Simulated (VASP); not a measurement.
# BAs (F-43m) in VASP: vibrations by perturbation theory with LDA

Aim: the vibrations by perturbation theory of BAs with LDA.

Program: VASP 6.6.1. These are calculated values, not measurements. Logs are shortened: lines on timing, memory, paths and dates and some standing lists are left out, and cuts for length are marked.

### 1 The cell of the first run

Symmetry: F-43m, No. 216, cubic system. Conventional cell: a = 4.739 Å, b = 4.739 Å, c = 4.739 Å, α = 90.00°, β = 90.00°, γ = 90.00°. B (site symmetry -43m) has 4 As at 2.05 Å within 2.7 Å. As (site symmetry -43m) has 4 B at 2.05 Å within 2.7 Å.

### 2 Vibrations by perturbation theory, LDA

The input, INCAR:

```
SYSTEM = BAs
PREC = Accurate
ENCUT = 500
EDIFF = 1E-8
ISMEAR = 0
SIGMA = 0.01
LREAL = .FALSE.
LASPH = .TRUE.
NELM = 120
ALGO = Normal
ISIF = 2
LWAVE = .FALSE.
LCHARG = .FALSE.
GGA = CA
NBANDS = 11
IBRION = 8
NSW = 1
GGA_COMPAT = .FALSE.
```

The input, KPOINTS:

```
regular mesh
0
G
  4 4 4
  0 0 0
```

The input, POSCAR:

```
BAs
1.0
    0.0000000000      2.3693116970      2.3693116970
    2.3693116970      0.0000000000      2.3693116970
    2.3693116970      2.3693116970      0.0000000000
B As
1 1
Direct
    0.0000000000      0.0000000000      0.0000000000
    0.2500000000      0.2500000000      0.2500000000
```

Potentials or basis: VASP PAW LDA potentials, release 64 (B, As).

On the command line:

```sh
$ cat potpaw_LDA.64/B/POTCAR potpaw_LDA.64/As/POTCAR > POTCAR
$ mpirun -np 1 vasp_std > vasp.out
```

OUTCAR:

```text
SYSTEM = BAs
   PREC = Accurate
   ENCUT = 500
   EDIFF = 1E-8
   ISMEAR = 0
   LREAL = .FALSE.
   LASPH = .TRUE.
   NELM = 120
   ISIF = 2
   GGA = CA
   IBRION = 8
   NSW = 1

 ion  position               nearest neighbor table
   1  0.000  0.000  0.000-   2 2.05   2 2.05   2 2.05   2 2.05
   2  0.250  0.250  0.250-   1 2.05   1 2.05   1 2.05   1 2.05

  LATTYP: Found a face centered cubic cell.
 ALAT       =     4.7386233940

  Lattice vectors:

 A1 = (   0.0000000000,   2.3693116970,   2.3693116970)
 A2 = (   2.3693116970,   0.0000000000,   2.3693116970)
 A3 = (   2.3693116970,   2.3693116970,   0.0000000000)

Analysis of symmetry for initial positions (statically):
=====================================================================
 Subroutine PRICEL returns:
 Original cell was already a primitive cell.

 Routine SETGRP: Setting up the symmetry group for a
 face centered cubic supercell.

 Subroutine GETGRP returns: Found 24 space group operations
 (whereof 24 operations were pure point group operations)
 out of a pool of 48 trial point group operations.

The static configuration has the point symmetry T_d .

Analysis of symmetry for dynamics (positions and initial velocities):
=====================================================================
 Subroutine PRICEL returns:
 Original cell was already a primitive cell.

 Routine SETGRP: Setting up the symmetry group for a
 face centered cubic supercell.

 Subroutine GETGRP returns: Found 24 space group operations
 (whereof 24 operations were pure point group operations)
 out of a pool of 48 trial point group operations.

The dynamic configuration has the point symmetry T_d .

 Subroutine INISYM returns: Found 24 space group operations
 (whereof 24 operations are pure point group operations),
 and found     1 'primitive' translations
[... 253 lines left out ...]
  Total        0.1583418      0.1583418      0.1583418      0.0000000     -0.0000000      0.0000000
  in kB        9.5369518      9.5369518      9.5369518      0.0000000     -0.0000000      0.0000000
  external PRESSURE =       9.5369518 kB  Pullay stress =       0.0000000 kB

 VOLUME and BASIS-vectors are now :
 -----------------------------------------------------------------------------
  energy-cutoff  :      500.00
  volume of cell :       26.60
      direct lattice vectors                 reciprocal lattice vectors
     0.000000000  2.369311697  2.369311697    -0.211031753  0.211031753  0.211031753
     2.369311697  0.000000000  2.369311697     0.211031753 -0.211031753  0.211031753
     2.369311697  2.369311697  0.000000000     0.211031753  0.211031753 -0.211031753

 POSITION                                       TOTAL-FORCE (eV/Angst)
 -----------------------------------------------------------------------------------
      0.00000      0.00000      0.00000         0.000000      0.000000      0.000000
      1.18466      1.18466      1.18466        -0.000000     -0.000000     -0.000000
 -----------------------------------------------------------------------------------
    total drift:                                0.000000      0.000000      0.000000

  FREE ENERGIE OF THE ION-ELECTRON SYSTEM (eV)
  ---------------------------------------------------
  free  energy   TOTEN  =       -12.7442744772 eV

  energy  without entropy=      -12.7442744772  energy(sigma->0) =      -12.74427448

[... ionic steps 2 to 3 ...]

--------------------------------------- Ionic step        4  -------------------------------------------

------------------------ aborting loop because EDIFF is reached ----------------------------------------

[... ionic steps 5 to 6 ...]

--------------------------------------- Ionic step        7  -------------------------------------------

 Free energy of the ion-electron system (eV)
  ---------------------------------------------------
  ---------------------------------------------------
  free energy    TOTEN  =        -0.03784278 eV

  energy without entropy =       -0.03784278

------------------------ aborting loop because EDIFF is reached ----------------------------------------

 INTERNAL STRAIN TENSOR  FOR ION    2  DIRECTION 1   (eV/Angst):
 -----------------------------------------------------------------------------
    -0.00577  0.00000 -0.00000
    -0.00000  0.00513 -7.18212
     0.00000 -7.18212  0.00513

 INTERNAL STRAIN TENSOR FOR ION    2 for displacements in x,y,z  (eV/Angst):
          X           Y           Z          XY          YZ          ZX
  --------------------------------------------------------------------------------
  x     0.00000     0.00000     0.00000    -0.00000    -7.18212     0.00000
  y    -0.00000     0.00000    -0.00000     0.00000    -0.00000    -7.18212
  z     0.00000     0.00000     0.00000    -7.18212     0.00000    -0.00000

 SECOND DERIVATIVES (NOT SYMMETRIZED)
 ------------------------------------
               1X          1Y          1Z          2X          2Y          2Z
  1X   -17.838488    0.000000    0.000000   17.838488    0.000000    0.000000
  1Y     0.000000  -17.838488    0.000000    0.000000   17.838488    0.000000
  1Z     0.000000    0.000000  -17.838488    0.000000    0.000000   17.838488
  2X    17.848083    0.000000    0.000000  -17.848083    0.000000    0.000000
  2Y     0.000000   17.848083    0.000000    0.000000  -17.848083    0.000000
  2Z     0.000000    0.000000   17.848083    0.000000    0.000000  -17.848083

 Eigenvectors and eigenvalues of the dynamical matrix
 ----------------------------------------------------

   1 f  =   21.482305 THz   134.977302 2PiTHz  716.572560 cm-1    88.843634 meV
             X         Y         Z           dx          dy          dz
      0.000000  0.000000  0.000000     0.000000    0.934794    0.000000
      1.184656  1.184656  1.184656     0.000000   -0.355190    0.000000
[... 21 lines left out ...]
   6 f/i=    0.001918 THz     0.012049 2PiTHz    0.063964 cm-1     0.007930 meV
             X         Y         Z           dx          dy          dz
      0.000000  0.000000  0.000000     0.000000   -0.355190    0.000000
      1.184656  1.184656  1.184656     0.000000   -0.934794    0.000000

--------------------------------------------------------------------------------------------------------

 ELASTIC MODULI CONTR FROM IONIC RELAXATION (kBar)
 Direction    XX          YY          ZZ          XY          YZ          ZX
 --------------------------------------------------------------------------------
 XX          -0.0000     -0.0000     -0.0000      0.0000      0.0000     -0.0000
 YY          -0.0000     -0.0000     -0.0000      0.0000     -0.0000     -0.0000
 ZZ          -0.0000     -0.0000     -0.0000      0.0000     -0.0000     -0.0000
 XY           0.0000      0.0000      0.0000   -182.4867      0.0000      0.0000
 YZ           0.0000     -0.0000     -0.0000      0.0000   -182.4867      0.0000
 ZX          -0.0000     -0.0000     -0.0000      0.0000     -0.0000   -182.4867
 --------------------------------------------------------------------------------
```

It took 26 s on 1 thread of Intel Xeon 8259CL, shared host; peak memory 0.14 GiB.

Results:

* Highest phonon frequency at Γ, LO-TO splitting left out: 717 cm⁻¹

Phonon frequencies in cm⁻¹ (negative: imaginary):
| q point | frequencies |
| --- | --- |
| (0.000, 0.000, 0.000) | 0 0 0 717 717 717 |

Caveat: the k points lie up to 0.57 Å⁻¹ apart.
